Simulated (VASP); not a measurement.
# HfTi2Ge3 (I4/mmm) in VASP: notebook

The runs below take HfTi2Ge3 through single point, with PBE.

Program: VASP 6.6.1. These are calculated values, not measurements. Logs are shortened: lines on timing, memory, paths and dates and some standing lists are left out, and cuts for length are marked.

### 1 The cell of the first run

Symmetry: I4/mmm, No. 139, tetragonal system. Conventional cell: a = 5.202 Å, b = 5.202 Å, c = 10.092 Å, α = 90.00°, β = 90.00°, γ = 90.00°. Within 3.4 Å of Hf (site symmetry 4/mmm) lie 4 Ti at 2.60 Å. Within 3.3 Å of Ti (site symmetry mmm) lie 4 Ge at 2.52 to 2.60 Å and 2 Hf at 2.60 Å. Within 3.4 Å of Ge (site symmetry 4/mmm) lie 4 Ti at 2.60 Å. Ge (site symmetry -4m2) has 2 Ti at 2.52 Å within 3.3 Å.

### 2 Single point, PBE

The input, INCAR:

```
SYSTEM = HfTi2Ge3
ALGO = Normal
EDIFF = 1E-6
ENCUT = 500
GGA = PE
GGA_COMPAT = .False.
ISIF = 2
ISMEAR = 0
LASPH = .True.
LCHARG = .True.
LELF = .True.
LREAL = .False.
LVHAR = .True.
LWAVE = .False.
NBANDS = 47
NELM = 120
PREC = Accurate
SIGMA = 0.2
```

The input, KPOINTS:

```
k-points
0
Gamma
  5 5 5
  0 0 0
```

The input, POSCAR:

```
HfTi2Ge3
1.0
   -2.6008889362      2.6008889362      5.0459567336
    2.6008889362     -2.6008889362      5.0459567336
    2.6008889362      2.6008889362     -5.0459567336
Hf Ti Ge
1 2 3
Direct
    0.5000000000      0.5000000000      0.0000000000
    0.5000000000      0.0000000000      0.5000000000
    0.0000000000      0.5000000000      0.5000000000
    0.0000000000      0.0000000000      0.0000000000
    0.7500000000      0.2500000000      0.5000000000
    0.2500000000      0.7500000000      0.5000000000
```

Potentials or basis: VASP PAW PBE potentials, release 64 (Hf_pv, Ti_sv, Ge_d).

Command:

```
cat potpaw_PBE.64/Hf_pv/POTCAR potpaw_PBE.64/Ti_sv/POTCAR potpaw_PBE.64/Ge_d/POTCAR > POTCAR
mpirun -np 1 vasp_std > vasp.out
```

OUTCAR:

```text
SYSTEM = HfTi2Ge3
   EDIFF = 1E-6
   ENCUT = 500
   GGA = PE
   ISIF = 2
   ISMEAR = 0
   LASPH = .True.
   LREAL = .False.
   NELM = 120
   PREC = Accurate

 ion  position               nearest neighbor table
   1  0.500  0.500  0.000-   2 2.60   3 2.60   2 2.60   3 2.60
   2  0.500  0.000  0.500-   5 2.52   6 2.52   1 2.60   4 2.60   1 2.60   4 2.60
   3  0.000  0.500  0.500-   5 2.52   6 2.52   1 2.60   4 2.60   4 2.60   1 2.60
   4  0.000  0.000  0.000-   2 2.60   3 2.60   3 2.60   2 2.60
   5  0.750  0.250  0.500-   2 2.52   3 2.52
   6  0.250  0.750  0.500-   2 2.52   3 2.52

  LATTYP: Found a body centered tetragonal cell.
 ALAT       =     5.2017778724
 C/A-ratio  =     1.9400892762

  Lattice vectors:

 A1 = (  -2.6008889362,   2.6008889362,   5.0459567336)
 A2 = (   2.6008889362,  -2.6008889362,   5.0459567336)
 A3 = (   2.6008889362,   2.6008889362,  -5.0459567336)

Analysis of symmetry for initial positions (statically):
=====================================================================
 Subroutine PRICEL returns:
 Original cell was already a primitive cell.

 Routine SETGRP: Setting up the symmetry group for a
 body centered tetragonal supercell.

 Subroutine GETGRP returns: Found 16 space group operations
 (whereof 16 operations were pure point group operations)
 out of a pool of 16 trial point group operations.

The static configuration has the point symmetry D_4h.

Analysis of symmetry for dynamics (positions and initial velocities):
=====================================================================
 Subroutine PRICEL returns:
 Original cell was already a primitive cell.

 Routine SETGRP: Setting up the symmetry group for a
 body centered tetragonal supercell.

 Subroutine GETGRP returns: Found 16 space group operations
 (whereof 16 operations were pure point group operations)
 out of a pool of 16 trial point group operations.

The dynamic configuration has the point symmetry D_4h.

 Subroutine INISYM returns: Found 16 space group operations
 (whereof 16 operations are pure point group operations),
 and found     1 'primitive' translations

----------------------------------------------------------------------------------------

                                     Primitive cell

  volume of cell :     136.5360

  direct lattice vectors                    reciprocal lattice vectors
[... 90 lines left out ...]
   EDIFFG = 0.1E-04   stopping-criterion for IOM
   NSW    =      0    number of steps for IOM
   IBRION =     -1    ionic relax: 0-MD 1-quasi-New 2-CG
   NFREE  =      0    steps in history (QN), initial steepest desc. (CG)
   ISIF   =      2    stress and relaxation
   ISYM   =      2    0-nonsym 1-usesym 2-fastsym
   POTIM  = 0.5000    time-step for ionic-motion
   TEBEG  =    0.0;   TEEND  =   0.0 temperature during run
   PSTRESS=    0.0 pullay stress
   NELECT =      76.0000    total number of electrons
   NUPDOWN=      -1.0000    fix difference up-down
   EMIN   =  10.00;   EMAX   =-10.00  energy-range for DOS
   EFERMI =   0.00;   METHOD = LEGACY
   ISMEAR =     0;   SIGMA  =   0.20  broadening in eV -4-tet -1-fermi 0-gaus
   EFERMI_NEDOS =   21; number of points for ismear=-14 and -15
   IALGO  =     38    algorithm
   IMIX   =      4    mixing-type and parameters
     AMIX     =   0.40;   BMIX     =  1.00
     AMIX_MAG =   1.60;   BMIX_MAG =  1.00
  volume/ion in A,a.u.               =      22.76       153.57
  Fermi-wavevector in a.u.,A,eV,Ry     =   1.346678  2.544852 24.674719  1.813541
  Thomas-Fermi vector in A             =   2.474490
   LORBIT       =      0    0 simple, 1 ext, 2 COOP (PROOUT), +10 PAW based schemes
   GGA     = PE    functional components
   LHFCALC =     F    Hartree Fock is set to
   AEXX    =    0.0000 exact exchange contribution
   IVDW    =     0    specifies the selected vdW correction
   LEPSILON=     F    determine dielectric tensor
   LRPA    =     F    only Hartree local field effects (RPA)
 non-spin polarized calculation
 Gauss-broadening in eV      SIGMA  =   0.20
  energy-cutoff  :      500.00
  volume of cell :      136.54
 maximum number of plane-waves:      3499
 NGX is ok and might be reduce to    48
   NGX = 23   NGY = 23   NGZ = 23

 number of electron      75.9999976 magnetization

 Free energy of the ion-electron system (eV)
  ---------------------------------------------------
  ext. energy  EPLUGINS =         0.00000000
  ---------------------------------------------------
  free energy    TOTEN  =       -36.47816813 eV

  energy without entropy =      -36.35843420  energy(sigma->0) =      -36.41830117

 E-fermi :   4.9091     XC(G=0): -10.2490

 val. band max:        4.9018040463   @ k =  -0.2000   0.2000   0.0000
 cond. band min:       4.9094204738   @ k =  -0.4000   0.4000   0.0000
 fundamental gap:      0.0076164275
 Fermi energy:         4.9091358825

 k-point     1 :       0.0000    0.0000    0.0000
  band No.  band energies     occupation
      1     -51.6136      2.00000
      2     -51.6100      2.00000
      3     -28.1654      2.00000
      4     -28.1654      2.00000
      5     -27.9991      2.00000
      6     -27.9991      2.00000
[... 889 lines left out ...]
     46       6.9698      0.00000
     47       8.7879      0.00000

------------------------ aborting loop because EDIFF is reached ----------------------------------------

  FORCE on cell =-STRESS in cart. coord.  units (eV):
  Direction    XX          YY          ZZ          XY          YZ          ZX
  --------------------------------------------------------------------------------------
  -------------------------------------------------------------------------------------
  Total       -0.2636638     -0.2636638     -0.2917425      0.0000000     -0.0000000      0.0000000
  in kB       -3.0939552     -3.0939552     -3.4234440      0.0000000     -0.0000000      0.0000000
  external PRESSURE =      -3.2037848 kB  Pullay stress =       0.0000000 kB

 VOLUME and BASIS-vectors are now :
 -----------------------------------------------------------------------------
  energy-cutoff  :      500.00
  volume of cell :      136.54
      direct lattice vectors                 reciprocal lattice vectors
    -2.600888936  2.600888936  5.045956734     0.000000000  0.192241965  0.099089236
     2.600888936 -2.600888936  5.045956734     0.192241965  0.000000000  0.099089236
     2.600888936  2.600888936 -5.045956734     0.192241965  0.192241965  0.000000000

 POSITION                                       TOTAL-FORCE (eV/Angst)
 -----------------------------------------------------------------------------------
      0.00000      0.00000      5.04596        -0.000000      0.000000     -0.000000
      0.00000      2.60089      0.00000        -0.000000      0.000000     -0.000000
      2.60089      0.00000      0.00000        -0.000000      0.000000     -0.000000
      0.00000      0.00000      0.00000        -0.000000      0.000000     -0.000000
      0.00000      2.60089      2.52298        -0.000000     -0.000000      0.000000
      2.60089      0.00000      2.52298         0.000000     -0.000000      0.000000
 -----------------------------------------------------------------------------------
    total drift:                               -0.000000     -0.000000      0.000000

  FREE ENERGIE OF THE ION-ELECTRON SYSTEM (eV)
  ---------------------------------------------------
  free  energy   TOTEN  =       -36.4781681283 eV

  energy  without entropy=      -36.3584342023  energy(sigma->0) =      -36.41830117
```

OSZICAR:

```text
N       E                     dE             d eps       ncg     rms          rms(c)
DAV:   1     0.915409303167E+03    0.91541E+03   -0.36800E+04  2071   0.339E+03
DAV:   2     0.130306327463E+03   -0.78510E+03   -0.76421E+03  1692   0.935E+02
DAV:   3    -0.185363575767E+02   -0.14884E+03   -0.14463E+03  2077   0.240E+02
DAV:   4    -0.372637824450E+02   -0.18727E+02   -0.18350E+02  2632   0.778E+01
DAV:   5    -0.384847035113E+02   -0.12209E+01   -0.12181E+01  2337   0.168E+01    0.282E+01
DAV:   6    -0.372627108457E+02    0.12220E+01   -0.14581E+01  2537   0.207E+01    0.191E+01
DAV:   7    -0.368226810883E+02    0.44003E+00   -0.93619E+00  2520   0.160E+01    0.112E+01
DAV:   8    -0.364703771911E+02    0.35230E+00   -0.21181E+00  2150   0.951E+00    0.182E+00
DAV:   9    -0.364785771548E+02   -0.82000E-02   -0.19827E-01  2544   0.266E+00    0.165E+00
DAV:  10    -0.364795149896E+02   -0.93783E-03   -0.13542E-02  2242   0.889E-01    0.428E-01
DAV:  11    -0.364781369751E+02    0.13780E-02   -0.79392E-03  2369   0.635E-01    0.884E-02
DAV:  12    -0.364781763992E+02   -0.39424E-04   -0.62166E-04  2277   0.187E-01    0.514E-02
DAV:  13    -0.364781667034E+02    0.96958E-05   -0.72455E-05  2353   0.737E-02    0.176E-02
DAV:  14    -0.364781677943E+02   -0.10908E-05   -0.11692E-05  2169   0.200E-02    0.389E-03
DAV:  15    -0.364781681283E+02   -0.33400E-06   -0.20660E-06  1505   0.177E-02
   1 F= -.36478168E+02 E0= -.36418301E+02  d E =-.119734E+00
```

Run time: 71 s. Hardware: 1 thread of Intel Xeon 6975P-C (Granite Rapids), shared host; peak memory 0.37 GiB.

Results:

```yaml
Free_energy: -36.4782 eV
Pressure: -0.3 GPa
Band_gap_on_the_k_mesh: zero (band 38 reaches 5.20 eV, above the bottom of band 39 at 4.53 eV)
```

Caveat: spin-orbit coupling is left out, which moves the levels of the heavy elements.

### 3 Single point, PBE

This run uses another cell than the first one, of 23.30 Å³/atom, 1.024 times its volume.

The input, INCAR:

```
ALGO     = Normal         # electronic algorithm
EDIFF    = 1E-6           # SCF threshold, eV
ENCUT    = 500            # plane-wave cutoff, eV
GGA      = PE             # functional
GGA_COMPAT= F            
ISIF     = 2              # what is computed and relaxed
ISMEAR   = 0              # smearing method
LASPH    = T              # aspherical terms in the spheres
LCHARG   = F              # write CHGCAR
LREAL    = F              # projectors in reciprocal space
LWAVE    = F              # write WAVECAR
NBANDS   = 47             # bands
NELM     = 120            # most SCF steps
PREC     = Accurate       # precision mode
SIGMA    = 0.2            # smearing width, eV
```

The input, KPOINTS:

```
k-points
0
Gamma
  4 4 4
```

The input, POSCAR:

```
HfTi2Ge3
1.0
   -2.5999863315      2.5999863315      5.1691605749
    2.5999863315     -2.5999863315      5.1691605749
    2.5999863315      2.5999863315     -5.1691605749
Hf Ti Ge
1 2 3
Direct
    0.5000000000      0.5000000000      0.0000000000
    0.5000000000      0.0000000000      0.5000000000
    0.0000000000      0.5000000000      0.5000000000
    0.2474651500      0.2474651500      0.0000000000
    0.7525348500      0.7525348500      0.0000000000
    0.0000000000      0.0000000000      0.0000000000
```

Potentials or basis: VASP PAW PBE potentials, release 64 (Hf_pv, Ti_sv, Ge_d).

Command:

```
cat potpaw_PBE.64/Hf_pv/POTCAR potpaw_PBE.64/Ti_sv/POTCAR potpaw_PBE.64/Ge_d/POTCAR > POTCAR
mpirun -np 1 vasp_std > vasp.out
```

Wall time 57 s (1 thread of Intel Xeon 6975P-C (Granite Rapids), shared host); peak memory 0.35 GiB.

The run converged. Its results:

| Quantity | Value |
| --- | --- |
| Free energy | -35.0239 eV |
| Pressure | 0.0 GPa |
| Largest force | 0.011 eV/Å |
| Band gap on the k mesh | zero (band 38 reaches 5.25 eV, above the bottom of band 39 at 4.39 eV) |

Forces in eV/Å, atoms in the order of the input:
```
Hf   0.000  0.000  0.000
Ti   0.000  0.000  0.000
Ti   0.000  0.000  0.000
Ge   0.000  0.000 -0.011
Ge   0.000  0.000  0.011
Ge   0.000  0.000  0.000
```

Stress tensor (GPa, compression positive):
```
-0.11  0.00  0.00
 0.00 -0.11  0.00
 0.00  0.00  0.12
```

Levels at points of the mesh, in eV from the Fermi level:
```tsv
k point	band 36	band 37	band 38	band 39	band 40	band 41
(0.00, 0.00, 0.00)	-1.45	-1.45	-0.15	0.55	0.55	1.00
(0.50, 0.00, 0.00)	-0.88	-0.85	-0.19	0.11	0.79	0.92
(0.50, 0.50, 0.00)	0.20	0.22	0.43	0.49	0.53	0.84
(0.50, 0.50, 0.50)	-1.25	-1.25	-1.14	0.30	0.30	0.35
```

Caveat: the k points lie up to 0.43 Å⁻¹ apart; spin-orbit coupling is left out, which moves the levels of the heavy elements.
